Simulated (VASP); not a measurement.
# Be2Se in VASP: notebook

Be2Se is run at these levels: PBE; tasks: single point.

All numbers are computed with VASP 6.6.1; they aren't measurements. Logs are shortened: lines on timing, memory, paths and dates and some standing lists are left out, and cuts for length are marked.

## 1. The cell of the first run

Symmetry: P-4m2, No. 115, tetragonal system. The conventional cell has a = 3.532 Å, b = 3.532 Å, c = 11.527 Å, α = 90.00°, β = 90.00°, γ = 90.00°. Within 2.9 Å of Be (site symmetry 2mm) lie 2 Se at 2.23 Å and 4 Be at 2.43 Å. Within 3.2 Å of Be (site symmetry -4m2) lie 8 Be at 2.43 to 2.50 Å. Within 3.2 Å of Be (site symmetry -4m2) lie 8 Be at 2.43 to 2.50 Å and 2 Se at 3.03 Å. Within 2.9 Å of Be (site symmetry 2mm) lie 4 Se at 2.23 to 2.24 Å. Se (site symmetry 2mm) has 4 Be at 2.23 to 2.24 Å within 2.9 Å. Se (site symmetry -4m2) has 4 Be at 2.23 Å within 2.9 Å.

## 2. Single point, PBE (volume scaled by 1.06, then relaxed in part)

Contents of INCAR:

```
SYSTEM = Be2Se
ALGO = Normal ; EDIFF = 1E-6
ENCUT = 520 ; GGA = PE
ISIF = 2 ; ISMEAR = 0
LASPH = .True. ; LCHARG = .False.
LREAL = .False. ; LWAVE = .False.
NBANDS = 25 ; NELM = 60
PREC = Accurate ; SIGMA = 0.1
```

Contents of KPOINTS:

```
k-points
0
Gamma
  10 10 4
  0 0 0
```

Contents of POSCAR:

```
Be2Se
1.0
    3.5318712849      0.0000000000      0.0000000000
    0.0000000000      3.5318712849      0.0000000000
    0.0000000000      0.0000000000     11.5274015446
Be Se
6 3
Direct
    0.5000000000      0.0000000000      0.6447857056
    0.0000000000      0.0000000000      0.5000000000
    0.0000000000      0.5000000000      0.3552142944
    0.5000000000      0.5000000000      0.5000000000
    0.5000000000      0.0000000000      0.1178998982
    0.0000000000      0.5000000000      0.8821001018
    0.5000000000      0.5000000000      0.7629117937
    0.5000000000      0.5000000000      0.2370882063
    0.0000000000      0.0000000000      0.0000000000
```

Potentials or basis: VASP PAW PBE potentials, release 64 (Be, Se).

Command:

```sh
$ cat potpaw_PBE.64/Be/POTCAR potpaw_PBE.64/Se/POTCAR > POTCAR
$ mpirun -np 1 vasp_std > vasp.out
```

OUTCAR:

```text
SYSTEM = Be2Se
   EDIFF = 1E-6
   ENCUT = 520
   GGA = PE
   ISIF = 2
   ISMEAR = 0
   LASPH = .True.
   LREAL = .False.
   NELM = 60
   PREC = Accurate

 ion  position               nearest neighbor table
   1  0.500  0.000  0.645-   7 2.23   7 2.23
   2  0.000  0.000  0.500-
   3  0.000  0.500  0.355-   8 2.23   8 2.23
   4  0.500  0.500  0.500-
   5  0.500  0.000  0.118-   9 2.23   9 2.23   8 2.24   8 2.24
   6  0.000  0.500  0.882-   9 2.23   9 2.23   7 2.24   7 2.24
   7  0.500  0.500  0.763-   1 2.23   1 2.23   6 2.24   6 2.24
   8  0.500  0.500  0.237-   3 2.23   3 2.23   5 2.24   5 2.24
   9  0.000  0.000  0.000-   5 2.23   6 2.23   6 2.23   5 2.23

  LATTYP: Found a simple tetragonal cell.
 ALAT       =     3.5318712849
 C/A-ratio  =     3.2638226636

  Lattice vectors:

 A1 = (   3.5318712849,   0.0000000000,   0.0000000000)
 A2 = (   0.0000000000,   3.5318712849,   0.0000000000)
 A3 = (   0.0000000000,   0.0000000000,  11.5274015446)

Analysis of symmetry for initial positions (statically):
=====================================================================
 Subroutine PRICEL returns:
 Original cell was already a primitive cell.

 Routine SETGRP: Setting up the symmetry group for a
 simple tetragonal supercell.

 Subroutine GETGRP returns: Found  8 space group operations
 (whereof  8 operations were pure point group operations)
 out of a pool of 16 trial point group operations.

The static configuration has the point symmetry D_2d.

Analysis of symmetry for dynamics (positions and initial velocities):
=====================================================================
 Subroutine PRICEL returns:
 Original cell was already a primitive cell.

 Routine SETGRP: Setting up the symmetry group for a
 simple tetragonal supercell.

 Subroutine GETGRP returns: Found  8 space group operations
 (whereof  8 operations were pure point group operations)
 out of a pool of 16 trial point group operations.

The dynamic configuration has the point symmetry D_2d.

 Subroutine INISYM returns: Found  8 space group operations
 (whereof  8 operations are pure point group operations),
 and found     1 'primitive' translations

----------------------------------------------------------------------------------------

                                     Primitive cell

  volume of cell :     143.7941

  direct lattice vectors                    reciprocal lattice vectors
     3.531871285  0.000000000  0.000000000     0.283136026  0.000000000  0.000000000
     0.000000000  3.531871285  0.000000000     0.000000000  0.283136026  0.000000000
     0.000000000  0.000000000 11.527401545     0.000000000  0.000000000  0.086749819

  length of vectors
     3.531871285  3.531871285 11.527401545     0.283136026  0.283136026  0.086749819

  position of ions in fractional coordinates (direct lattice)
     0.500000000  0.000000000  0.644785706
     0.000000000  0.000000000  0.500000000
     0.000000000  0.500000000  0.355214294
     0.500000000  0.500000000  0.500000000
     0.500000000  0.000000000  0.117899898
     0.000000000  0.500000000  0.882100102
     0.500000000  0.500000000  0.762911794
     0.500000000  0.500000000  0.237088206
     0.000000000  0.000000000  0.000000000

  ion indices of the primitive-cell ions
   primitive index   ion index
                 1           1
                 2           2
                 3           3
                 4           4
                 5           5
                 6           6
                 7           7
                 8           8
                 9           9

----------------------------------------------------------------------------------------

 KPOINTS: k-points

Automatic generation of k-mesh.
 Grid dimensions read from file:
 generate k-points for:   10   10    4

 Generating k-lattice:

  Cartesian coordinates                     Fractional coordinates (reciprocal lattice)
     0.028313603  0.000000000  0.000000000     0.100000000  0.000000000  0.000000000
[... 49 lines left out ...]
   NGX = 13   NGY = 13   NGZ = 43

 number of electron      29.9999996 magnetization

 Free energy of the ion-electron system (eV)
  ---------------------------------------------------
  ext. energy  EPLUGINS =         0.00000000
  ---------------------------------------------------
  free energy    TOTEN  =       -34.18787494 eV

  energy without entropy =      -34.17199796  energy(sigma->0) =      -34.17993645

 E-fermi :   3.7553     XC(G=0):  -9.2530

 val. band max:        3.7526202579   @ k =   0.4000   0.3000   0.5000
 cond. band min:       3.7613601597   @ k =   0.2000   0.2000   0.0000
 fundamental gap:      0.0087399018
 Fermi energy:         3.7552664407

 k-point     1 :       0.0000    0.0000    0.0000
  band No.  band energies     occupation
      1     -10.8657      2.00000
      2     -10.3608      2.00000
      3      -9.7858      2.00000
      4      -3.4479      2.00000
      5      -2.4858      2.00000
      6       0.1534      2.00000
[... 17 lines left out ...]
     24       8.1760      0.00000
     25       9.6213      0.00000

 k-point     2 :       0.1000    0.0000    0.0000
  band No.  band energies     occupation
      1     -10.7991      2.00000
      2     -10.3072      2.00000
      3      -9.7509      2.00000
      4      -3.3681      2.00000
      5      -2.4151      2.00000
      6      -0.0431      2.00000
[... 17 lines left out ...]
     24       8.5544      0.00000
     25       9.4931      0.00000

 k-point     3 :       0.2000    0.0000    0.0000
  band No.  band energies     occupation
      1     -10.6086      2.00000
      2     -10.1595      2.00000
      3      -9.6647      2.00000
      4      -3.1447      2.00000
      5      -2.2231      2.00000
      6      -0.7647      2.00000
[... 552 lines left out ...]
 k-point    23 :       0.1000    0.0000    0.2500
  band No.  band energies     occupation
      1     -10.7977      2.00000
      2     -10.3116      2.00000
      3      -9.7474      2.00000
      4      -3.4549      2.00000
      5      -2.1431      2.00000
      6      -0.7845      2.00000
[... 17 lines left out ...]
     24       8.6679      0.00000
     25       9.0348      0.00000

 k-point    24 :       0.2000    0.0000    0.2500
  band No.  band energies     occupation
      1     -10.6072      2.00000
      2     -10.1635      2.00000
      3      -9.6617      2.00000
      4      -3.2048      2.00000
      5      -2.0319      2.00000
      6      -1.1330      2.00000
[... 17 lines left out ...]
     24       9.5828      0.00000
     25       9.6487      0.00000

 [... further k-points ...]
[... 5 lines left out ...]
  --------------------------------------------------------------------------------------
  -------------------------------------------------------------------------------------
  Total       -3.2451295     -3.2451295     -3.1299594      0.0000000     -0.0000000      0.0000000
  in kB      -36.1577555    -36.1577555    -34.8745113      0.0000000     -0.0000000      0.0000000
  external PRESSURE =     -35.7300074 kB  Pullay stress =       0.0000000 kB

 VOLUME and BASIS-vectors are now :
 -----------------------------------------------------------------------------
  energy-cutoff  :      520.00
  volume of cell :      143.79
      direct lattice vectors                 reciprocal lattice vectors
     3.531871285  0.000000000  0.000000000     0.283136026  0.000000000  0.000000000
     0.000000000  3.531871285  0.000000000     0.000000000  0.283136026  0.000000000
     0.000000000  0.000000000 11.527401545     0.000000000  0.000000000  0.086749819

 POSITION                                       TOTAL-FORCE (eV/Angst)
 -----------------------------------------------------------------------------------
      1.76594      0.00000      7.43270        -0.000000     -0.000000     -0.020719
      0.00000      0.00000      5.76370        -0.000000     -0.000000      0.000000
      0.00000      1.76594      4.09470         0.000000     -0.000000      0.020719
      1.76594      1.76594      5.76370        -0.000000      0.000000      0.000000
      1.76594      0.00000      1.35908        -0.000000     -0.000000      0.003470
      0.00000      1.76594     10.16832        -0.000000     -0.000000     -0.003470
      1.76594      1.76594      8.79439        -0.000000     -0.000000     -0.003845
      1.76594      1.76594      2.73301        -0.000000      0.000000      0.003845
      0.00000      0.00000      0.00000        -0.000000     -0.000000      0.000000
 -----------------------------------------------------------------------------------
    total drift:                                0.000000      0.000000     -0.000000

  FREE ENERGIE OF THE ION-ELECTRON SYSTEM (eV)
  ---------------------------------------------------
  free  energy   TOTEN  =       -34.1878749383 eV

  energy  without entropy=      -34.1719979554  energy(sigma->0) =      -34.17993645
```

Wall time 2.1 min (1 thread of Intel Xeon 6975P-C (Granite Rapids), shared host); peak memory 0.35 GiB.

Results:

* Free energy: -34.1879 eV
* Pressure: -3.6 GPa
* Largest force: 0.021 eV/Å
* Band gap on the k mesh: zero (band 15 reaches 5.04 eV, above the bottom of band 16 at 3.40 eV)

Forces in eV/Å, atoms in the order of the input:
```
Be   0.000  0.000 -0.021
Be   0.000  0.000  0.000
Be   0.000  0.000  0.021
Be   0.000  0.000  0.000
Be   0.000  0.000  0.003
Be   0.000  0.000 -0.003
Se   0.000  0.000 -0.004
Se   0.000  0.000  0.004
Se   0.000  0.000  0.000
```

Stress tensor (GPa, compression positive):
```
-3.62  0.00  0.00
 0.00 -3.62  0.00
 0.00  0.00 -3.49
```

Caveat: the cell differs from its parent crystal (volume scaled by 1.06, then relaxed in part).

## 3. Single point, PBE

This run uses another cell than the first one, of 15.08 Å³/atom, 0.944 times its volume.

Contents of INCAR:

```
SYSTEM = Be2Se
PREC = Accurate
ENCUT = 520
EDIFF = 1E-6
ISMEAR = 0
SIGMA = 0.2
LREAL = .False.
LASPH = .True.
NELM = 60
ALGO = Normal
ISIF = 2
LWAVE = .False.
LCHARG = .False.
GGA = PE
NBANDS = 25
```

Contents of KPOINTS:

```
Automatic mesh
0
Gamma
  5 5 2
  0 0 0
```

Contents of POSCAR:

```
Be2Se
1.0
    3.4646453002      0.0000000000      0.0000000000
    0.0000000000      3.4646453002      0.0000000000
    0.0000000000      0.0000000000     11.3075687367
Be Se
6 3
Direct
    0.5000000000      0.0000000000      0.6430645695
    0.0000000000      0.0000000000      0.5000000000
    0.0000000000      0.5000000000      0.3569354305
    0.5000000000      0.5000000000      0.5000000000
    0.5000000000      0.0000000000      0.1190303606
    0.0000000000      0.5000000000      0.8809696394
    0.5000000000      0.5000000000      0.7612813433
    0.5000000000      0.5000000000      0.2387186567
    0.0000000000      0.0000000000      0.0000000000
```

Potentials or basis: VASP PAW PBE potentials, release 64 (Be, Se).

Command:

```sh
$ cat potpaw_PBE.64/Be/POTCAR potpaw_PBE.64/Se/POTCAR > POTCAR
$ mpirun -np 1 vasp_std > vasp.out
```

It took 83 s on 1 thread of AMD EPYC 7R13, shared host; peak memory 0.21 GiB.

Results (log left out):

| Quantity | Value |
| --- | --- |
| Free energy | -34.2695 eV |
| Pressure | 0.0 GPa |
| Largest force | 0.026 eV/Å |
| Band gap on the k mesh | zero (band 15 reaches 5.50 eV, above the bottom of band 16 at 4.00 eV) |

Forces in eV/Å, atoms in the order of the input:
```
Be   0.000  0.000 -0.017
Be   0.000  0.000  0.000
Be   0.000  0.000  0.017
Be   0.000  0.000  0.000
Be   0.000  0.000 -0.005
Be   0.000  0.000  0.005
Se   0.000  0.000 -0.026
Se   0.000  0.000  0.026
Se   0.000  0.000  0.000
```

Stress tensor (GPa, compression positive):
```
 0.09  0.00  0.00
 0.00  0.09  0.00
 0.00  0.00 -0.10
```

Levels at points of the mesh, in eV from the Fermi level:
```tsv
k point	band 11	band 12	band 13	band 14	band 15	band 16	band 17	band 18	band 19	band 20
(0.00, 0.00, 0.00)	-2.31	-1.48	-1.48	-0.30	1.25	1.25	2.30	2.92	3.34	4.05
(0.00, 0.00, 0.50)	-2.16	-1.36	-1.36	-0.99	1.09	1.09	2.29	2.89	3.53	4.08
```

Caveat: the k points lie up to 0.36 Å⁻¹ apart.

## 4. Single point, PBE

This run uses another cell than the first one, of 15.07 Å³/atom, 0.943 times its volume.

Contents of INCAR:

```
SYSTEM = Be2Se
PREC = Accurate ; ENCUT = 520
EDIFF = 1E-7 ; ISMEAR = 0
SIGMA = 0.2 ; LREAL = .FALSE.
LASPH = .TRUE. ; NELM = 100
ALGO = Normal ; ISIF = 2
LWAVE = .FALSE. ; LCHARG = .FALSE.
GGA = PE ; NBANDS = 25
```

Contents of KPOINTS:

```
regular mesh
0
G
  6 6 2
  0 0 0
```

Contents of POSCAR:

```
Be2Se
1.0
    3.4622703325      0.0000000000      0.0000000000
    0.0000000000      3.4622703325      0.0000000000
    0.0000000000      0.0000000000     11.3165316711
Be Se
6 3
Direct
    0.5000000000      0.0000000000      0.6427227923
    0.0000000000      0.0000000000      0.5000000000
    0.0000000000      0.5000000000      0.3572772077
    0.5000000000      0.5000000000      0.5000000000
    0.5000000000      0.0000000000      0.1189656036
    0.0000000000      0.5000000000      0.8810343964
    0.5000000000      0.5000000000      0.7610501945
    0.5000000000      0.5000000000      0.2389498055
    0.0000000000      0.0000000000      0.0000000000
```

Command:

```sh
$ cat potpaw_PBE.64/Be/POTCAR potpaw_PBE.64/Se/POTCAR > POTCAR
$ mpirun -np 1 vasp_std > vasp.out
```

Wall time 2.1 min (1 thread of AMD EPYC 7R13, shared host); peak memory 0.23 GiB.

Results (log left out):

| Property | Result |
| --- | --- |
| Free energy | -34.2915 eV |
| Pressure | 0.2 GPa |
| Largest force | 0.047 eV/Å |
| Band gap on the k mesh | zero (band 15 reaches 5.51 eV, above the bottom of band 16 at 3.82 eV) |

Forces on the atoms (eV/Å):
```
Be   0.000  0.000 -0.032
Be   0.000  0.000  0.000
Be   0.000  0.000  0.032
Be   0.000  0.000  0.000
Be   0.000  0.000 -0.011
Be   0.000  0.000  0.011
Se   0.000  0.000 -0.047
Se   0.000  0.000  0.047
Se   0.000  0.000  0.000
```

Stress tensor (GPa, compression positive):
```
 0.48  0.00  0.00
 0.00  0.48  0.00
 0.00  0.00 -0.41
```

Levels at points of the mesh, in eV from the Fermi level:
```
           k point  band 11  band 12  band 13  band 14  band 15  band 16  band 17  band 18  band 19  band 20
(0.00, 0.00, 0.00)    -2.29    -1.47    -1.47    -0.29     1.27     1.27     2.31     2.94     3.36     4.08
(0.50, 0.00, 0.00)    -2.27    -1.71    -1.70    -1.63    -0.21     1.23     3.44     3.46     3.64     4.63
(0.50, 0.50, 0.00)    -4.38    -4.26    -2.88    -2.88    -1.72    -0.32    -0.21     2.22     2.60     2.99
(0.00, 0.00, 0.50)    -2.17    -1.35    -1.35    -0.98     1.11     1.11     2.31     2.91     3.55     4.11
(0.50, 0.00, 0.50)    -2.93    -1.71    -1.69    -1.64    -0.52     1.81     3.46     3.68     4.17     4.22
(0.50, 0.50, 0.50)    -4.49    -4.27    -2.93    -2.93    -1.65    -0.42     0.12     1.31     3.03     3.78
```

## 5. Single point, PBE

This run uses another cell than the first one, of 15.06 Å³/atom, 0.943 times its volume.

Contents of INCAR:

```
PREC     = Accurate       # precision mode
ENCUT    = 520            # plane-wave cutoff, eV
EDIFF    = 1E-6           # SCF threshold, eV
ISMEAR   = 0              # smearing method
SIGMA    = 0.2            # smearing width, eV
LREAL    = F              # projectors in reciprocal space
LASPH    = T              # aspherical terms in the spheres
NELM     = 60             # most SCF steps
ALGO     = Normal         # electronic algorithm
ISIF     = 2              # what is computed and relaxed
LWAVE    = F              # write WAVECAR
LCHARG   = F              # write CHGCAR
GGA      = PE             # functional
NBANDS   = 25             # bands
```

Contents of KPOINTS:

```
regular mesh
0
Gamma
  6 6 2
```

Contents of POSCAR:

```
Be2Se
1.0
    3.4757688415      0.0001135478      0.0003751406
    0.0001216159      3.4762182315      0.0001145800
   -0.0012173518     -0.0005426574     11.2184069301
Be Se
6 3
Direct
    0.4999379307      0.0000275982      0.6416049443
   -0.0000197576      0.0000528356      0.5000029849
    0.0000806155      0.4999420233      0.3584099692
    0.4995439820      0.4993549093      0.5000365157
    0.5001174694      0.0000896133      0.1194460880
    0.0000759791      0.5001912360      0.8805383069
    0.5000532441      0.5000711475      0.7598618625
    0.5001139500      0.5000787251      0.2401174609
    0.0000965869      0.0001919119     -0.0000181321
```

Command:

```sh
$ cat potpaw_PBE.64/Be/POTCAR potpaw_PBE.64/Se/POTCAR > POTCAR
$ mpirun -np 1 vasp_std > vasp.out
```

Wall time 3.2 min (1 thread of AMD EPYC 7R13, shared host); peak memory 0.27 GiB.

It converged, with:

```yaml
Free_energy: -34.2958 eV
Pressure: 0.2 GPa
Largest_force: 0.019 eV/Å
Band_gap_on_the_k_mesh: zero (band 15 reaches 5.49 eV, above the bottom of band 16 at 3.82 eV)
```

Forces on the atoms (eV/Å):
```
Be   0.000  0.000 -0.019
Be   0.000 -0.001  0.000
Be  -0.001  0.000  0.017
Be   0.001  0.002 -0.001
Be   0.000  0.000  0.003
Be   0.000  0.000 -0.002
Se   0.000  0.000 -0.001
Se   0.000  0.000  0.002
Se   0.000 -0.001  0.000
```

Levels at points of the mesh, in eV from the Fermi level:
```
           k point  band 13  band 14  band 15  band 16  band 17  band 18
(0.00, 0.00, 0.00)    -1.58    -0.21     1.20     1.20     2.19     2.82
(0.50, 0.00, 0.00)    -1.83    -1.74    -0.18     1.31     3.34     3.49
(0.00, 0.50, 0.00)    -1.83    -1.74    -0.18     1.31     3.34     3.49
(0.50, 0.50, 0.00)    -2.90    -2.89    -1.80    -0.34    -0.25     2.21
(0.00, 0.00, 0.50)    -1.46    -0.88     1.03     1.04     2.19     2.79
(0.50, 0.00, 0.50)    -1.83    -1.75    -0.50     1.91     3.33     3.57
(0.00, 0.50, 0.50)    -1.83    -1.75    -0.50     1.91     3.33     3.57
(0.50, 0.50, 0.50)    -2.95    -2.95    -1.72    -0.47     0.13     1.29
```

## 6. Overview

```csv
cell,k mesh,smearing,gap on the mesh (eV),pressure (GPa),largest force (eV/Å)
"a = 3.532, b = 3.532, c = 11.527 Å, 9 atoms",10 × 10 × 4,gaussian 0.1 eV,none,-3.6,0.02
"a = 3.465, b = 3.465, c = 11.308 Å, 9 atoms",5 × 5 × 2,gaussian 0.2 eV,none,0.0,0.03
"a = 3.462, b = 3.462, c = 11.317 Å, 9 atoms",6 × 6 × 2,gaussian 0.2 eV,none,0.2,0.05
"a = 3.476, b = 3.476, c = 11.218 Å, 9 atoms",6 × 6 × 2,gaussian 0.2 eV,none,0.2,0.02
```

Alike in all rows: task single point; level PBE; potentials or basis VASP PAW PBE potentials, release 64 (Be, Se); no spin polarisation; cutoff (eV) 520.

Caveats: some runs use coarse meshes.

Absolute energies hang on the potentials; compare differences alone.
